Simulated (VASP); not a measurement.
# C (a cell with a defect) in VASP: single point with LDA

Aim: the single point of C (a cell with a defect) with LDA.

All numbers are computed with VASP 6.6.1; they aren't measurements. Logs are shortened: lines on timing, memory, paths and dates and some standing lists are left out, and cuts for length are marked.

**1. The cell of the first run**

The cell holds a defect, 63 atoms: a = 7.140 Å, b = 7.140 Å, c = 7.140 Å, α = 90.00°, β = 90.00°, γ = 90.00°.

**2. Single point, LDA**

The input, INCAR:

```
SYSTEM = C
PREC = Accurate
ENCUT = 520
EDIFF = 1E-6
ISMEAR = 0
SIGMA = 0.02
LREAL = Auto
LASPH = .TRUE.
NELM = 100
ALGO = Normal
ISIF = 2
LWAVE = .FALSE.
LCHARG = .FALSE.
NBANDS = 163
```

The input, KPOINTS:

```
Automatic mesh
0
G
  2 2 2
  0 0 0
```

The input, POSCAR:

```
C
1.0
    7.1400000000      0.0000000000      0.0000000000
    0.0000000000      7.1400000000      0.0000000000
    0.0000000000      0.0000000000      7.1400000000
C
63
Direct
    0.4187252101      0.1131387955     -0.0712567227
    0.6152729692      0.1415473389      0.1164745098
    0.7505494398      0.2544862745     -0.0010131653
    0.8763997199      0.3760252101      0.1251925770
    0.7408453782      0.0015351541      0.2407539216
    0.8717295518      0.1255271709      0.3718557423
   -0.0002514006      0.0004819328     -0.0007382353
    0.1251117647      0.1240687675      0.1281908964
    0.2612215686      0.2434848739      0.0117000000
    0.3748599440      0.3793507003      0.1306784314
    0.5002596639      0.5015864146      0.0002693277
    0.6242718487      0.6269210084      0.1232317927
    0.7485843137      0.7507551821     -0.0030927171
    0.8718824930      0.8765526611      0.1216599440
    0.2489322129     -0.0004983193      0.2499343137
    0.3752977591      0.1252406162      0.3757350140
    0.4995544818      0.2555005602      0.2520749300
    0.6261404762      0.3764798319      0.3766068627
    0.7498364146      0.5014728291      0.2492383754
    0.8745507003      0.6252768908      0.3737830532
    0.4991386555      0.0005396359      0.4999256303
    0.6266962185      0.1233654062      0.6264462185
    0.7504955182      0.2495925770      0.4999121849
    0.8771078431      0.3735743697      0.6251922969
    0.7500410364     -0.0016091036      0.7495200280
    0.8753092437      0.1245588235      0.8754140056
    0.0033387955      0.4968603641     -0.0001359944
    0.1234099440      0.6241275910      0.1249079832
    0.2488165266      0.7503635854     -0.0012852941
    0.3615295518      0.8686970588      0.1283824930
   -0.0007889356      0.2500109244      0.2504721289
    0.1251247899      0.3743338936      0.3765711485
    0.2488270308      0.5018268908      0.2516197479
    0.3737683473      0.6246407563      0.3757133053
    0.4977358543      0.7538403361      0.2450365546
    0.6218917367      0.8771931373      0.3709900560
   -0.0015834734     -0.0016421569      0.4977862745
    0.1275435574      0.1225490196      0.6272500000
    0.2509801120      0.2480564426      0.5024096639
    0.3767287115      0.3693616246      0.6305624650
    0.5007724090      0.4985193277      0.5013093838
    0.6259505602      0.6236319328      0.6220711485
    0.7485978992      0.7507142857      0.4966572829
    0.8760194678      0.8727908964      0.6217718487
    0.2488326331     -0.0107903361      0.7492757703
    0.5093098039      0.2447500000      0.7598092437
    0.6290959384      0.3782495798      0.8743457983
    0.7520210084      0.5004620448      0.7482158263
    0.8780448179      0.6219529412      0.8728467787
   -0.0021791317      0.7506932773      0.2481282913
    0.1230854342      0.8731142857      0.3753666667
    0.0002729692      0.4991668067      0.4999525210
    0.1262745098      0.6220871148      0.6254705882
    0.2495477591      0.7480929972      0.4994257703
    0.3748079832      0.8737787115      0.6251142857
    0.0030232493      0.2473205882      0.7511851541
    0.1323862745      0.3680684874      0.8766803922
    0.2525817927      0.4962970588      0.7518439776
    0.3758025210      0.6245348739      0.8751980392
    0.5006659664      0.7494669468      0.7488799720
    0.6353577031      0.8619331933      0.8596655462
   -0.0002222689      0.7473473389      0.7483107843
    0.1243268908      0.8734074230      0.8737012605
```

Potentials or basis: VASP PAW LDA potentials, release 64 (C).

Started as:

```bash
> cat potpaw_LDA.64/C/POTCAR > POTCAR
> mpirun -np 1 vasp_std > vasp.out
```

OUTCAR:

```text
SYSTEM = C
   PREC = Accurate
   ENCUT = 520
   EDIFF = 1E-6
   ISMEAR = 0
   LREAL = Auto
   LASPH = .TRUE.
   NELM = 100
   ISIF = 2

 ion  position               nearest neighbor table
   1  0.419  0.113  0.929-   9 1.58  46 1.66   2 1.95  45 1.97
   2  0.615  0.142  0.116-  17 1.51   3 1.51   5 1.61   1 1.95
   3  0.751  0.254  0.999-   2 1.51  47 1.52   4 1.54  26 1.56
   4  0.876  0.376  0.125-  27 1.54   3 1.54  31 1.54  19 1.55
   5  0.741  0.002  0.241-  36 1.54  14 1.55   6 1.59   2 1.61
   6  0.872  0.126  0.372-  31 1.54  23 1.54  37 1.57   5 1.59
[... 21 lines left out ...]
  28  0.123  0.624  0.125-  27 1.54  33 1.54  50 1.55  29 1.56
  29  0.249  0.750  0.999-  30 1.49  63 1.54  59 1.55  28 1.56
  30  0.362  0.869  0.128-  29 1.49  15 1.51  35 1.52
  31  0.999  0.250  0.250-   6 1.54   4 1.54   8 1.54  32 1.55
  32  0.125  0.374  0.377-  52 1.54  33 1.55  31 1.55  39 1.56
  33  0.249  0.502  0.252-  10 1.52  34 1.53  28 1.54  32 1.55
  34  0.374  0.625  0.376-  54 1.53  33 1.53  41 1.56  35 1.58
  35  0.498  0.754  0.245-  30 1.52  36 1.54  12 1.55  34 1.58
  36  0.622  0.877  0.371-  35 1.54   5 1.54  21 1.55  43 1.56
[... 22 lines left out ...]
  59  0.376  0.625  0.875-  11 1.54  58 1.55  60 1.55  29 1.55
  60  0.501  0.749  0.749-  61 1.48  55 1.54  59 1.55  42 1.56
  61  0.635  0.862  0.860-  60 1.48  25 1.50  13 1.50
  62  1.000  0.747  0.748-  49 1.53  53 1.54  44 1.55  63 1.55
  63  0.124  0.873  0.874-  45 1.50  29 1.54  62 1.55   7 1.56

  LATTYP: Found a simple cubic cell.
 ALAT       =     7.1400000000

  Lattice vectors:

 A1 = (   7.1400000000,   0.0000000000,   0.0000000000)
 A2 = (   0.0000000000,   7.1400000000,   0.0000000000)
 A3 = (   0.0000000000,   0.0000000000,   7.1400000000)

Analysis of symmetry for initial positions (statically):
=====================================================================
 Subroutine PRICEL returns:
 Original cell was already a primitive cell.

 Routine SETGRP: Setting up the symmetry group for a
 simple cubic supercell.

 Subroutine GETGRP returns: Found  1 space group operations
 (whereof  1 operations were pure point group operations)
 out of a pool of 48 trial point group operations.

The static configuration has the point symmetry C_1 .

Analysis of symmetry for dynamics (positions and initial velocities):
=====================================================================
 Subroutine PRICEL returns:
 Original cell was already a primitive cell.

 Routine SETGRP: Setting up the symmetry group for a
 simple cubic supercell.

 Subroutine GETGRP returns: Found  1 space group operations
 (whereof  1 operations were pure point group operations)
 out of a pool of 48 trial point group operations.

The dynamic configuration has the point symmetry C_1 .

 Subroutine INISYM returns: Found  1 space group operations
 (whereof  1 operations are pure point group operations),
 and found     1 'primitive' translations

----------------------------------------------------------------------------------------

                                     Primitive cell

  volume of cell :     363.9943

  direct lattice vectors                    reciprocal lattice vectors
     7.140000000  0.000000000  0.000000000     0.140056022  0.000000000  0.000000000
     0.000000000  7.140000000  0.000000000     0.000000000  0.140056022  0.000000000
     0.000000000  0.000000000  7.140000000     0.000000000  0.000000000  0.140056022

  length of vectors
     7.140000000  7.140000000  7.140000000     0.140056022  0.140056022  0.140056022

  position of ions in fractional coordinates (direct lattice)
     0.418725210  0.113138795  0.928743277
     0.615272969  0.141547339  0.116474510
     0.750549440  0.254486275  0.998986835
     0.876399720  0.376025210  0.125192577
     0.740845378  0.001535154  0.240753922
     0.871729552  0.125527171  0.371855742
[... 55 lines left out ...]
     0.999777731  0.747347339  0.748310784
     0.124326891  0.873407423  0.873701260

  ion indices of the primitive-cell ions
   primitive index   ion index
                 1           1
                 2           2
                 3           3
                 4           4
                 5           5
                 6           6
[... 55 lines left out ...]
                62          62
                63          63

----------------------------------------------------------------------------------------

 KPOINTS: Automatic mesh

Automatic generation of k-mesh.
 Grid dimensions read from file:
 generate k-points for:    2    2    2

 Generating k-lattice:

  Cartesian coordinates                     Fractional coordinates (reciprocal lattice)
     0.070028011  0.000000000  0.000000000     0.500000000  0.000000000  0.000000000
     0.000000000  0.070028011  0.000000000     0.000000000  0.500000000  0.000000000
     0.000000000  0.000000000  0.070028011     0.000000000  0.000000000  0.500000000

  Length of vectors
     0.070028011  0.070028011  0.070028011

  Shift w.r.t. Gamma in fractional coordinates (k-lattice)
     0.000000000  0.000000000  0.000000000

 Subroutine IBZKPT returns following result:
 ===========================================

 Found      8 irreducible k-points:

 Following reciprocal coordinates:
            Coordinates               Weight
  0.000000  0.000000  0.000000      1.000000
  0.500000  0.000000  0.000000      1.000000
  0.000000  0.500000  0.000000      1.000000
  0.000000  0.000000  0.500000      1.000000
  0.500000  0.500000  0.000000      1.000000
  0.000000  0.500000  0.500000      1.000000
  0.500000  0.000000  0.500000      1.000000
  0.500000  0.500000  0.500000      1.000000
   k-points           NKPTS =      8   k-points in BZ     NKDIM =      8   number of bands    NBANDS=    163
   number of dos      NEDOS =    301   number of ions     NIONS =     63
   total plane-waves  NPLWV = 157464
   dimension x,y,z NGX =    54 NGY =   54 NGZ =   54
   dimension x,y,z NGXF=   108 NGYF=  108 NGZF=  108
   ions per type =              63
   NGX,Y,Z   is equivalent  to a cutoff of  12.57, 12.57, 12.57 a.u.
   NGXF,Y,Z  is equivalent  to a cutoff of  25.15, 25.15, 25.15 a.u.
 SYSTEM =  C
   PREC   = accura    normal or accurate (medium, high low for compatibility)
   ISTART =      0    job   : 0-new  1-cont  2-samecut
   ICHARG =      2    charge: 1-file 2-atom 10-const
   ISPIN  =      1    spin polarized calculation?
   LNONCOLLINEAR =      F non collinear calculations
   LSORBIT =      F    spin-orbit coupling
   LASPH  =      T    aspherical Exc in radial PAW
   ENCUT  =  520.0 eV  38.22 Ry    6.18 a.u.  13.28 13.28 13.28*2*pi/ulx,y,z
   NELM   =    100;   NELMIN=  2; NELMDL= -5     # of ELM steps
   EDIFF  = 0.1E-05   stopping-criterion for ELM
   LREAL  =      T    real-space projection
   EDIFFG = 0.1E-04   stopping-criterion for IOM
   NSW    =      0    number of steps for IOM
   IBRION =     -1    ionic relax: 0-MD 1-quasi-New 2-CG
   NFREE  =      0    steps in history (QN), initial steepest desc. (CG)
   ISIF   =      2    stress and relaxation
   ISYM   =      2    0-nonsym 1-usesym 2-fastsym
   POTIM  = 0.5000    time-step for ionic-motion
   TEBEG  =    0.0;   TEEND  =   0.0 temperature during run
   PSTRESS=    0.0 pullay stress
   NELECT =     252.0000    total number of electrons
   NUPDOWN=      -1.0000    fix difference up-down
   EMIN   =  10.00;   EMAX   =-10.00  energy-range for DOS
   EFERMI =   0.00;   METHOD = LEGACY
   ISMEAR =     0;   SIGMA  =   0.02  broadening in eV -4-tet -1-fermi 0-gaus
   EFERMI_NEDOS =   21; number of points for ismear=-14 and -15
   IALGO  =     38    algorithm
   IMIX   =      4    mixing-type and parameters
     AMIX     =   0.40;   BMIX     =  1.00
     AMIX_MAG =   1.60;   BMIX_MAG =  1.00
  volume/ion in A,a.u.               =       5.78        38.99
  Fermi-wavevector in a.u.,A,eV,Ry     =   1.448250  2.736795 28.537232  2.097427
  Thomas-Fermi vector in A             =   2.566112
   LORBIT       =      0    0 simple, 1 ext, 2 COOP (PROOUT), +10 PAW based schemes
   GGA     = CA    functional components
   LHFCALC =     F    Hartree Fock is set to
   AEXX    =    0.0000 exact exchange contribution
   IVDW    =     0    specifies the selected vdW correction
   LEPSILON=     F    determine dielectric tensor
   LRPA    =     F    only Hartree local field effects (RPA)
 non-spin polarized calculation
 Gauss-broadening in eV      SIGMA  =   0.02
  energy-cutoff  :      520.00
  volume of cell :      363.99
 maximum number of plane-waves:      9808
 NGX is ok and might be reduce to    54
   NGX = 27   NGY = 27   NGZ = 27

 number of electron     251.9999992 magnetization

 Free energy of the ion-electron system (eV)
  ---------------------------------------------------
  ext. energy  EPLUGINS =         0.00000000
  ---------------------------------------------------
  free energy    TOTEN  =      -628.44702758 eV

  energy without entropy =     -628.44379261  energy(sigma->0) =     -628.44541009

 E-fermi :  10.6664     XC(G=0): -13.4100

 val. band max:       10.6618782648   @ k =   0.0000   0.0000   0.5000
 cond. band min:      10.6753502191   @ k =   0.5000   0.0000   0.0000
 fundamental gap:      0.0134719542
 Fermi energy:        10.6664492522

 k-point     1 :       0.0000    0.0000    0.0000
  band No.  band energies     occupation
      1     -11.7557      2.00000
      2      -9.6488      2.00000
      3      -9.6249      2.00000
      4      -9.5264      2.00000
      5      -9.5225      2.00000
      6      -9.3666      2.00000
[... 1117 lines left out ...]
    137      15.4197      0.00000
    138      15.4435      0.00000
 [bands above 138 left out]

------------------------ aborting loop because EDIFF is reached ----------------------------------------

  FORCE on cell =-STRESS in cart. coord.  units (eV):
  Direction    XX          YY          ZZ          XY          YZ          ZX
  --------------------------------------------------------------------------------------
  -------------------------------------------------------------------------------------
  Total      -35.6250966    -22.7702136    -37.3387482      7.5939037      9.9243574    -10.2054364
  in kB     -156.8093656   -100.2266122   -164.3522676     33.4257403     43.6835920    -44.9208045
  external PRESSURE =    -140.4627485 kB  Pullay stress =       0.0000000 kB

 VOLUME and BASIS-vectors are now :
 -----------------------------------------------------------------------------
  energy-cutoff  :      520.00
  volume of cell :      363.99
      direct lattice vectors                 reciprocal lattice vectors
     7.140000000  0.000000000  0.000000000     0.140056022  0.000000000  0.000000000
     0.000000000  7.140000000  0.000000000     0.000000000  0.140056022  0.000000000
     0.000000000  0.000000000  7.140000000     0.000000000  0.000000000  0.140056022

 POSITION                                       TOTAL-FORCE (eV/Angst)
 -----------------------------------------------------------------------------------
      2.98970      0.80781      6.63123        -1.325581      1.581909     -2.511517
      4.39305      1.01065      0.83163         0.233964      0.029229      0.109358
      5.35892      1.81703      7.13277         0.016750     -0.035698      0.008953
      6.25749      2.68482      0.89387         0.021597     -0.002097      0.017320
      5.28964      0.01096      1.71898         0.000485     -0.027333     -0.011405
      6.22415      0.89626      2.65505         0.049065     -0.007623      0.051313
[... 55 lines left out ...]
      7.13841      5.33606      5.34294         0.067110      0.051377      0.054663
      0.88769      6.23613      6.23823         0.020364     -0.033426      0.062947
 -----------------------------------------------------------------------------------
    total drift:                                0.020120     -0.015868      0.002642

  FREE ENERGIE OF THE ION-ELECTRON SYSTEM (eV)
  ---------------------------------------------------
  free  energy   TOTEN  =      -628.4470275761 eV

  energy  without entropy=     -628.4437926065  energy(sigma->0) =     -628.44541009
```

It took 13 min on 1 thread of Intel Xeon Platinum 8375C at 2.90GHz (Ice Lake), shared host; peak memory 0.48 GiB.

Results:

* Free energy: -628.4470 eV
* Pressure: -14.0 GPa
* Largest force: 3.251 eV/Å
* Band gap on the k mesh: zero (bands 126 and 127 overlap by 0.18 eV)

Forces in eV/Å, atoms in the order of the input:
```
C   -1.326  1.582 -2.512
C    0.234  0.029  0.109
C    0.017 -0.036  0.009
C    0.022 -0.002  0.017
C    0.000 -0.027 -0.011
C    0.049 -0.008  0.051
C    0.033 -0.013  0.008
C    0.047 -0.015 -0.091
C   -0.120  0.207 -0.255
C   -0.004  0.030 -0.038
C    0.028 -0.017  0.007
C    0.014 -0.055  0.034
C    0.018 -0.069  0.019
C    0.016 -0.003  0.013
C    0.160 -0.019 -0.101
C    0.038 -0.034 -0.030
C   -0.020 -0.105 -0.086
C   -0.006 -0.030  0.003
C    0.009 -0.038  0.010
C    0.013 -0.010  0.024
C    0.025 -0.008  0.025
C   -0.015  0.004  0.021
C   -0.028 -0.030  0.044
C    0.003  0.005 -0.001
C   -0.036  0.010  0.075
C    0.006 -0.016  0.020
C   -0.023 -0.011 -0.004
C   -0.031 -0.058  0.034
C    0.052 -0.086  0.062
C   -0.034 -0.735  0.437
C    0.046 -0.024 -0.009
C    0.006 -0.005  0.007
C    0.002 -0.023  0.031
C    0.027 -0.099  0.099
C   -0.020 -0.169  0.122
C    0.009 -0.011  0.029
C    0.091  0.014  0.102
C    0.070  0.018  0.088
C    0.027 -0.010  0.022
C    0.016  0.025  0.000
C   -0.038 -0.088  0.060
C    0.018 -0.044  0.012
C    0.011 -0.004  0.007
C    0.015 -0.016  0.047
C    0.591  0.326  0.651
C   -0.236 -0.160  0.395
C    0.067  0.105  0.001
C    0.010 -0.006  0.026
C    0.015 -0.008  0.034
C    0.003 -0.004  0.012
C    0.013 -0.022  0.029
C    0.005  0.015  0.001
C   -0.005  0.011  0.003
C    0.020  0.030  0.068
C    0.048 -0.027  0.024
C    0.002  0.011  0.017
C   -0.110  0.097  0.040
C   -0.020  0.010 -0.010
C    0.008 -0.041  0.011
C   -0.003 -0.079  0.015
C    0.083 -0.284  0.054
C    0.067  0.051  0.055
C    0.020 -0.033  0.063
```

Caveat: the k points lie up to 0.44 Å⁻¹ apart.
